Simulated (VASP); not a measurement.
Write the native input for VASP 6.6.1 that does the following.

| Quantity | Value |
| --- | --- |
| Task | single point |
| Functional | PBE |
| Potentials or basis | VASP PAW PBE potentials, release 64 (Ga_d, P) |
| Cutoff | 500 eV |
| k mesh | 6 × 6 × 6 |
| Occupations | gaussian, width 0.1 eV |
| Spin | no spin polarisation |
| Dipole correction | no |
| Further INCAR settings | ALGO = Normal; EDIFF = 1e-06; NBANDS = 16 |

The structure of GaP (pbe) lies in POSCAR:

```
GaP
1.0
    0.0000000000      2.7255000000      2.7255000000
    2.7255000000      0.0000000000      2.7255000000
    2.7255000000      2.7255000000      0.0000000000
Ga P
1 1
Direct
    0.0000000000      0.0000000000      0.0000000000
    0.2500000000      0.2500000000      0.2500000000
```

These files were run (other wordings do the same):

INCAR

```
  PREC = Accurate
  ENCUT = 500
  EDIFF = 1E-6
  ISMEAR = 0
  SIGMA = 0.1
  LREAL = False
  LASPH = True
  NELM = 120
  ALGO = Normal
  ISIF = 2
  LWAVE = False
  LCHARG = True
  GGA = PE
  LELF = True
  LVHAR = True
  NBANDS = 16
  GGA_COMPAT = False
```

KPOINTS

```
regular mesh
0
Gamma
  6 6 6
```

Potentials or basis: VASP PAW PBE potentials, release 64 (Ga_d, P).

Launch:

```bash
$ cat potpaw_PBE.64/Ga_d/POTCAR potpaw_PBE.64/P/POTCAR > POTCAR
$ mpirun -np 1 vasp_std > vasp.out
```

It gave:

The pressure is 2.4 GPa and the band gap on the k mesh is 1.65 eV, indirect (least direct gap 1.82 eV).

It took 6.9 s on 1 thread of AMD EPYC 9R45 96-Core Processor (Zen 5), on a shared host, peak memory 0.12 GiB.
